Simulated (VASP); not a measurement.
Write the native input for VASP 6.6.1 that does the following.

| Item | Value |
| --- | --- |
| Task | single point |
| Functional | PBE |
| Potentials or basis | VASP PAW PBE potentials, release 64 (Ag_sv_GW, Br) |
| Cutoff | 630 eV |
| k mesh | 8 × 8 × 8 |
| Occupations | fermi-dirac, width 0.02 eV |
| Spin | no spin polarisation |
| Dipole correction | no |
| Further INCAR settings | ALGO = Normal; EDIFF = 1e-06; NBANDS = 20 |

The structure of AgBr lies in POSCAR:

```
AgBr
1.0
    0.0000000000      2.9216612931      2.9216612931
    2.9216612931      0.0000000000      2.9216612931
    2.9216612931      2.9216612931      0.0000000000
Ag Br
1 1
Direct
    0.0000000000      0.0000000000      0.0000000000
    0.5000000000      0.5000000000      0.5000000000
```

These files were run (other wordings do the same):

INCAR

```
SYSTEM = AgBr
ALGO = Normal
EDIFF = 1E-6
ENCUT = 630
GGA = PE
GGA_COMPAT = .False.
ISIF = 2
ISMEAR = -1
LASPH = .True.
LCHARG = .False.
LREAL = .False.
LWAVE = .False.
NBANDS = 20
NELM = 120
PREC = Accurate
SIGMA = 0.02
```

KPOINTS

```
k-points
0
Gamma
  8 8 8
  0 0 0
```

Potentials or basis: VASP PAW PBE potentials, release 64 (Ag_sv_GW, Br).

Run with:

```bash
$ cat potpaw_PBE.64/Ag_sv_GW/POTCAR potpaw_PBE.64/Br/POTCAR > POTCAR
$ mpirun -np 1 vasp_std > vasp.out
```

Results of the run:

```json
{
 "Pressure": "-0.1 GPa",
 "Band gap on the k mesh": "0.69 eV (least direct gap 2.43 eV)"
}
```

Caveat: semilocal functionals underestimate gaps, and a narrow one can read as zero.

It took 55 s on 1 thread of AMD EPYC 7R43 64-Core Processor (Zen 3), on a shared host, peak memory 0.2 GiB.
